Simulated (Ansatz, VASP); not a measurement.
# CaO: VASP beside Ansatz

The input INCAR:

```
PREC = Accurate
ENCUT = 520
EDIFF = 1E-6
ISMEAR = 0
SIGMA = 0.05
LREAL = False
LASPH = True
NELM = 80
ALGO = Normal
ISIF = 2
LWAVE = False
LCHARG = True
GGA = PE
LELF = True
LVHAR = True
NBANDS = 24
```

File KPOINTS:

```
Automatic mesh
0
Gamma
  9 9 6
```

File POSCAR:

```
CaO
1.0
    3.8468921569      0.0000000000      0.0000000000
   -1.9234460785      3.3315063335      0.0000000000
    0.0000000000      0.0000000000      5.2102307374
Ca O
2 2
Direct
    0.3333333333      0.6666666667      0.7500000000
    0.6666666667      0.3333333333      0.2500000000
    0.3333333333      0.6666666667      0.2500000000
    0.6666666667      0.3333333333      0.7500000000
```

Input for Ansatz:

```yaml
crystal:
  lattice:
    - [3.8468921569, 0.0, 0.0]
    - [-1.9234460785, 3.3315063335, 0.0]
    - [0.0, 0.0, 5.2102307374]
  atoms:
    - { symbol: Ca, position: [0.3333333333, 0.6666666667, 0.75] }
    - { symbol: Ca, position: [0.6666666667, 0.3333333333, 0.25] }
    - { symbol: O, position: [0.3333333333, 0.6666666667, 0.25] }
    - { symbol: O, position: [0.6666666667, 0.3333333333, 0.75] }
basis:
  ecutwfc: 520.0
kpoints:
  mp_grid: { grid: [9, 9, 6] }
hamiltonian:
  xc: pbe
scf:
  occupations: { method: gaussian, width: 0.05 }
output:
  forces: true
  stress: true
  eigenvalues: true
  write_density: true
  write_potential: true
  elf: true
  volumetric_format: npy
```

Alike in both runs: task single point; functional PBE; k mesh 9 × 9 × 6; occupations gaussian, width 0.05 eV; no spin polarisation.

|  | VASP | Ansatz |
| --- | --- | --- |
| version | VASP 6.6.1 | Ansatz 0.2.0 |
| potentials or method | VASP PAW PBE potentials, release 64 (Ca_sv, O), cutoff 520 eV | scalar-relativistic, plane waves, PAW |
| valence electrons in the cell | 32 | 32 |

Ansatz gave:

| Item | Value |
| --- | --- |
| gap on the k mesh at the Fermi level (eV) | 3.27 |
| least direct gap on the mesh (eV) | 3.27 |
| pressure (GPa) | 1.8 |
| traceless stress, the component that is largest in VASP (GPa) | -8.15 |

**Question.** What did VASP give for the same quantities?

**Answer.** gap on the k mesh at the Fermi level (eV): 3.26; least direct gap on the mesh (eV): 3.26; pressure (GPa): 2.4; traceless stress, the component that is largest in VASP (GPa): -8.51.

The functional is the same, so the differences come from potentials, cutoffs and numerics.
